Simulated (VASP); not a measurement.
# MgO in VASP: a series of runs, part 2 of 2

VASP 6.6.1. Earlier steps stand in the parts before.

### Step 4. Single point, PBE

Input file INCAR:

```
SYSTEM = MgO
PREC = Accurate
ENCUT = 520
EDIFF = 1E-6
ISMEAR = 0
SIGMA = 0.05
LREAL = .FALSE.
LASPH = .TRUE.
NELM = 60
ALGO = Normal
ISIF = 2
LWAVE = .FALSE.
LCHARG = .FALSE.
GGA = PE
NBANDS = 36
```

Input file KPOINTS:

```
regular mesh
0
G
  9 9 1
  0 0 0
```

Input file POSCAR:

```
MgO
1.0
    3.0079232189      0.0000000000      0.0000000000
    0.0000000000      3.0079232189      0.0000000000
    0.0000000000      0.0000000000     25.6346145270
Mg O
6 6
Direct
    0.5000000000      0.5000000000      0.2925731531
    0.0000000000      0.0000000000      0.3755438918
    0.5000000000      0.5000000000      0.4585146306
    0.0000000000      0.0000000000      0.5414853694
    0.5000000000      0.5000000000      0.6244561082
    0.0000000000      0.0000000000      0.7074268469
    0.0000000000      0.0000000000      0.2925731531
    0.5000000000      0.5000000000      0.3755438918
    0.0000000000      0.0000000000      0.4585146306
    0.5000000000      0.5000000000      0.5414853694
    0.0000000000      0.0000000000      0.6244561082
    0.5000000000      0.5000000000      0.7074268469
```

Potentials or basis: VASP PAW PBE potentials, release 64 (Mg, O).

Command:

```
> cat potpaw_PBE.64/Mg/POTCAR potpaw_PBE.64/O/POTCAR > POTCAR
> mpirun -np 1 vasp_std > vasp.out
```

OUTCAR:

```text
SYSTEM = MgO
   PREC = Accurate
   ENCUT = 520
   EDIFF = 1E-6
   ISMEAR = 0
   LREAL = .FALSE.
   LASPH = .TRUE.
   NELM = 60
   ISIF = 2
   GGA = PE

 ion  position               nearest neighbor table
   1  0.500  0.500  0.293-   8 2.13   7 2.13   7 2.13   7 2.13   7 2.13   2 3.01   2 3.01   2 3.01
                             2 3.01
   2  0.000  0.000  0.376-   7 2.13   8 2.13   8 2.13   8 2.13   8 2.13   9 2.13   1 3.01   1 3.01
                             1 3.01   1 3.01   3 3.01   3 3.01   3 3.01   3 3.01
   3  0.500  0.500  0.459-   9 2.13   9 2.13   9 2.13   9 2.13  10 2.13   8 2.13   4 3.01   4 3.01
                             2 3.01   4 3.01   2 3.01   2 3.01   4 3.01   2 3.01
   4  0.000  0.000  0.541-  10 2.13  10 2.13  10 2.13  10 2.13  11 2.13   9 2.13   5 3.01   5 3.01
                             3 3.01   5 3.01   3 3.01   3 3.01   5 3.01   3 3.01
   5  0.500  0.500  0.624-  12 2.13  11 2.13  11 2.13  11 2.13  11 2.13  10 2.13   6 3.01   6 3.01
                             6 3.01   6 3.01   4 3.01   4 3.01   4 3.01   4 3.01
   6  0.000  0.000  0.707-  11 2.13  12 2.13  12 2.13  12 2.13  12 2.13   5 3.01   5 3.01   5 3.01
                             5 3.01
   7  0.000  0.000  0.293-   2 2.13   1 2.13   1 2.13   1 2.13   1 2.13
[... 796 lines left out ...]

  FORCE on cell =-STRESS in cart. coord.  units (eV):
  Direction    XX          YY          ZZ          XY          YZ          ZX
  --------------------------------------------------------------------------------------
  -------------------------------------------------------------------------------------
  Total       -4.3101604     -4.3101604     -0.4222178      0.0000000      0.0000000     -0.0000000
  in kB      -29.7744488    -29.7744488     -2.9166670      0.0000000      0.0000000     -0.0000000
  external PRESSURE =     -20.8218549 kB  Pullay stress =       0.0000000 kB

 VOLUME and BASIS-vectors are now :
 -----------------------------------------------------------------------------
  energy-cutoff  :      520.00
  volume of cell :      231.93
      direct lattice vectors                 reciprocal lattice vectors
     3.007923219  0.000000000  0.000000000     0.332455295  0.000000000  0.000000000
     0.000000000  3.007923219  0.000000000     0.000000000  0.332455295  0.000000000
     0.000000000  0.000000000 25.634614527     0.000000000  0.000000000  0.039009754

 POSITION                                       TOTAL-FORCE (eV/Angst)
 -----------------------------------------------------------------------------------
      1.50396      1.50396      7.50000         0.000000      0.000000      0.469577
      0.00000      0.00000      9.62692         0.000000      0.000000      0.003208
      1.50396      1.50396     11.75385         0.000000      0.000000     -0.000805
      0.00000      0.00000     13.88077         0.000000     -0.000000      0.000805
      1.50396      1.50396     16.00769        -0.000000      0.000000     -0.003208
      0.00000      0.00000     18.13461         0.000000     -0.000000     -0.469577
      0.00000      0.00000      7.50000         0.000000      0.000000     -0.446487
      1.50396      1.50396      9.62692         0.000000      0.000000      0.005090
      0.00000      0.00000     11.75385         0.000000      0.000000      0.003299
      1.50396      1.50396     13.88077         0.000000      0.000000     -0.003299
      0.00000      0.00000     16.00769         0.000000      0.000000     -0.005090
      1.50396      1.50396     18.13461         0.000000     -0.000000      0.446487
 -----------------------------------------------------------------------------------
    total drift:                                0.000000      0.000000      0.000000

  FREE ENERGIE OF THE ION-ELECTRON SYSTEM (eV)
  ---------------------------------------------------
  free  energy   TOTEN  =       -70.4261356481 eV

  energy  without entropy=      -70.4261356481  energy(sigma->0) =      -70.42613565
```

Run time: 1.8 min. Hardware: 1 thread of Intel Xeon 6975P-C (Granite Rapids), shared host; peak memory 0.36 GiB.

What came out:

```
Free energy            : -70.4261 eV
Largest force          : 0.470 eV/Å
Band gap on the k mesh : 3.27 eV
```

Forces in eV/Å, atoms in the order of the input:
```
Mg   0.000  0.000  0.470
Mg   0.000  0.000  0.003
Mg   0.000  0.000 -0.001
Mg   0.000  0.000  0.001
Mg   0.000  0.000 -0.003
Mg   0.000  0.000 -0.470
O    0.000  0.000 -0.446
O    0.000  0.000  0.005
O    0.000  0.000  0.003
O    0.000  0.000 -0.003
O    0.000  0.000 -0.005
O    0.000  0.000  0.446
```

Levels at points of the mesh, in eV from the valence-band top:
| k point | band 21 | band 22 | band 23 | band 24 | band 25 | band 26 | band 27 | band 28 |
| --- | --- | --- | --- | --- | --- | --- | --- | --- |
| (0.00, 0.00, 0.00) | -0.16 | -0.16 | 0.00 | 0.00 | 3.27 | 3.37 | 4.79 | 5.36 |

### Step 5. Single point, PBE

Input file INCAR:

```
SYSTEM = MgO
PREC = Accurate
ENCUT = 520
EDIFF = 1E-7
ISMEAR = 0
SIGMA = 0.05
LREAL = .False.
LASPH = .True.
NELM = 100
ALGO = Normal
ISIF = 2
LWAVE = .False.
LCHARG = .True.
LDIPOL = .True.
IDIPOL = 3
DIPOL = 0.5 0.5 0.500
GGA = PE
LELF = .True.
LVHAR = .True.
LVACPOTAV = .True.
NBANDS = 36
```

Input file KPOINTS:

```
Automatic mesh
0
Gamma
  9 9 1
  0 0 0
```

POSCAR is that of step 4.

Command:

```
> cat potpaw_PBE.64/Mg/POTCAR potpaw_PBE.64/O/POTCAR > POTCAR
> mpirun -np 1 vasp_std > vasp.out
```

It took 2 min on 1 thread of Intel Xeon 6975P-C (Granite Rapids), shared host; peak memory 0.36 GiB.

The run converged. Its results:

* Free energy: -70.4261 eV
* Largest force: 0.470 eV/Å
* Band gap on the k mesh: 3.27 eV

Forces in eV/Å, atoms in the order of the input:
```
Mg   0.000  0.000  0.470
Mg   0.000  0.000  0.003
Mg   0.000  0.000 -0.001
Mg   0.000  0.000  0.001
Mg   0.000  0.000 -0.003
Mg   0.000  0.000 -0.470
O    0.000  0.000 -0.447
O    0.000  0.000  0.005
O    0.000  0.000  0.003
O    0.000  0.000 -0.003
O    0.000  0.000 -0.005
O    0.000  0.000  0.447
```

Levels at points of the mesh, in eV from the valence-band top:
```csv
k point,band 22,band 23,band 24,band 25,band 26,band 27
"(0.00, 0.00, 0.00)",-0.16,0.00,0.00,3.27,3.37,4.79
```

### Step 6. Single point, PBE

Input file INCAR:

```
SYSTEM = MgO
ALGO = Normal
DIPOL = 0.5 0.5 0.500
EDIFF = 1E-6
ENCUT = 520
GGA = PE
IDIPOL = 3
ISIF = 2
ISMEAR = -1
LASPH = .TRUE.
LCHARG = .TRUE.
LDIPOL = .TRUE.
LELF = .TRUE.
LREAL = .FALSE.
LVACPOTAV = .TRUE.
LVHAR = .TRUE.
LWAVE = .FALSE.
NBANDS = 36
NELM = 80
PREC = Accurate
SIGMA = 0.3
```

Input file KPOINTS:

```
k-points
0
G
  9 9 1
  0 0 0
```

POSCAR is that of step 5.

Potentials or basis: VASP PAW PBE potentials, release 64 (Mg, O).

Command:

```
> cat potpaw_PBE.64/Mg/POTCAR potpaw_PBE.64/O/POTCAR > POTCAR
> mpirun -np 1 vasp_std > vasp.out
```

Run time: 2 min. Hardware: 1 thread of Intel Xeon 6975P-C (Granite Rapids), shared host; peak memory 0.36 GiB.

Results (log left out):

- Free energy: -70.4277 eV
- Largest force: 0.459 eV/Å
- Band gap on the k mesh: 3.28 eV

Forces on the atoms (eV/Å):
```
Mg   0.000  0.000  0.459
Mg   0.000  0.000 -0.004
Mg   0.000  0.000 -0.003
Mg   0.000  0.000  0.003
Mg   0.000  0.000  0.004
Mg   0.000  0.000 -0.459
O    0.000  0.000 -0.437
O    0.000  0.000  0.012
O    0.000  0.000  0.006
O    0.000  0.000 -0.006
O    0.000  0.000 -0.012
O    0.000  0.000  0.437
```

Levels at points of the mesh, in eV from the valence-band top:
```
           k point  band 21  band 22  band 23  band 24  band 25  band 26  band 27  band 28
(0.00, 0.00, 0.00)    -0.15    -0.15     0.00     0.00     3.28     3.38     4.74     5.33
```

### Step 7. Single point, PBE

Input file INCAR:

```
SYSTEM = MgO
ALGO = Normal
DIPOL = 0.5 0.5 0.500
EDIFF = 1E-7
ENCUT = 520
GGA = PE
IDIPOL = 3
ISIF = 2
ISMEAR = 0
LASPH = .True.
LCHARG = .True.
LDIPOL = .True.
LELF = .True.
LREAL = .False.
LVACPOTAV = .True.
LVHAR = .True.
LWAVE = .False.
NBANDS = 36
NELM = 60
PREC = Accurate
SIGMA = 0.05
```

Input file KPOINTS:

```
k-points
0
Gamma
  13 13 1
  0 0 0
```

POSCAR is that of step 6.

Command:

```
> cat potpaw_PBE.64/Mg/POTCAR potpaw_PBE.64/O/POTCAR > POTCAR
> mpirun -np 1 vasp_std > vasp.out
```

Run time: 6 min. Hardware: 1 thread of Intel Xeon Platinum 8259CL at 2.50GHz (Skylake/Cascade Lake), shared host; peak memory 0.42 GiB.

The run converged. Its results:

```
Free energy            : -70.4261 eV
Largest force          : 0.470 eV/Å
Band gap on the k mesh : 3.27 eV
```

Forces on the atoms (eV/Å):
```
Mg   0.000  0.000  0.470
Mg   0.000  0.000  0.003
Mg   0.000  0.000 -0.001
Mg   0.000  0.000  0.001
Mg   0.000  0.000 -0.003
Mg   0.000  0.000 -0.470
O    0.000  0.000 -0.447
O    0.000  0.000  0.005
O    0.000  0.000  0.003
O    0.000  0.000 -0.003
O    0.000  0.000 -0.005
O    0.000  0.000  0.447
```

Levels at points of the mesh, in eV from the valence-band top:
| k point | band 22 | band 23 | band 24 | band 25 | band 26 | band 27 |
| --- | --- | --- | --- | --- | --- | --- |
| (0.00, 0.00, 0.00) | -0.16 | 0.00 | 0.00 | 3.27 | 3.37 | 4.79 |

### Step 8. Overview

| k mesh | smearing | dipole correction | gap on the mesh (eV) | largest force (eV/Å) |
| --- | --- | --- | --- | --- |
| 9 × 9 × 1 | methfessel-paxton 0.2 eV | yes | 3.32 | 0.45 |
| 9 × 9 × 1 | gaussian 0.5 eV | yes | 3.27 | 0.47 |
| 9 × 9 × 1 | gaussian 0.05 eV | no | 3.27 | 0.47 |
| 9 × 9 × 1 | gaussian 0.05 eV | yes | 3.27 | 0.47 |
| 9 × 9 × 1 | fermi-dirac 0.3 eV | yes | 3.28 | 0.46 |
| 13 × 13 × 1 | gaussian 0.05 eV | yes | 3.27 | 0.47 |

Alike in all rows: task single point; level PBE; potentials or basis VASP PAW PBE potentials, release 64 (Mg, O); no spin polarisation; cell as given; cutoff (eV) 520.

Absolute energies hang on the potentials; compare differences alone.
